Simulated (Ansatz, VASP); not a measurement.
**Na: VASP beside Ansatz**

File INCAR:

```
SYSTEM = Na
PREC     = Accurate       ! precision mode
ENCUT    = 520            ! plane-wave cutoff, eV
EDIFF    = 1E-6           ! SCF threshold, eV
ISMEAR   = -1             ! smearing method
SIGMA    = 0.05           ! smearing width, eV
LREAL    = .FALSE.        ! projectors in reciprocal space
LASPH    = .TRUE.         ! aspherical terms in the spheres
NELM     = 100            ! most SCF steps
ALGO     = Fast           ! electronic algorithm
ISIF     = 2              ! what is computed and relaxed
LWAVE    = .FALSE.        ! write WAVECAR
LCHARG   = .FALSE.        ! write CHGCAR
GGA      = CA             ! functional
NBANDS   = 22             ! bands
```

Contents of KPOINTS:

```
regular mesh
0
G
  8 8 3
  0 0 0
```

File POSCAR:

```
Na
1.0
    3.6248439025      0.0000000000      0.0000000000
   -1.8124219512      3.1392069043      0.0000000000
    0.0000000000      0.0000000000     12.2813860211
Na
4
Direct
    0.6666666667      0.3333333333      0.7500000000
    0.0000000000      0.0000000000      0.5000000000
    0.3333333333      0.6666666667      0.2500000000
    0.0000000000      0.0000000000      0.0000000000
```

The input input.yaml:

```yaml
crystal:
  lattice:
    - [3.6248439025, 0.0, 0.0]
    - [-1.8124219512, 3.1392069043, 0.0]
    - [0.0, 0.0, 12.2813860211]
  atoms:
    - { symbol: Na, position: [0.6666666667, 0.3333333333, 0.75] }
    - { symbol: Na, position: [0.0, 0.0, 0.5] }
    - { symbol: Na, position: [0.3333333333, 0.6666666667, 0.25] }
    - { symbol: Na, position: [0.0, 0.0, 0.0] }
kpoints:
  mp_grid: { grid: [8, 8, 3] }
scf:
  occupations: { method: fermi_dirac, width: 0.05 }
hamiltonian:
  xc: lda
  pseudopotentials: { kind: all_electron, lapw: { basis_error: 0.002 } }
output:
  forces: true
  stress: true
  eigenvalues: true
```

Change from the starting cell: volume scaled by 0.94.

Alike in both runs: task single point; functional LDA; k mesh 8 × 8 × 3; occupations fermi-dirac, width 0.05 eV; no spin polarisation.

```csv
,VASP,Ansatz
version,VASP 6.6.1,Ansatz 0.2.0
potentials or method,"VASP PAW LDA potentials, release 64 (Na_pv), cutoff 520 eV","all-electron LAPW, scalar-relativistic"
```

```tsv
	VASP	Ansatz	Ansatz less VASP
gap on the k mesh at the Fermi level (eV)	none	none	-
pressure (GPa)	-0.4	-0.4	+0.08
traceless stress, the component that is largest in VASP (GPa)	-0.69	-0.69	+0.001
```

LDA's correlation is that of Perdew and Zunger in VASP and of Perdew and Wang (1992) in Ansatz. A gap of «none» marks a metal or a gap that the smearing closes. Ansatz ran all-electron here, and VASP with PAW potentials.
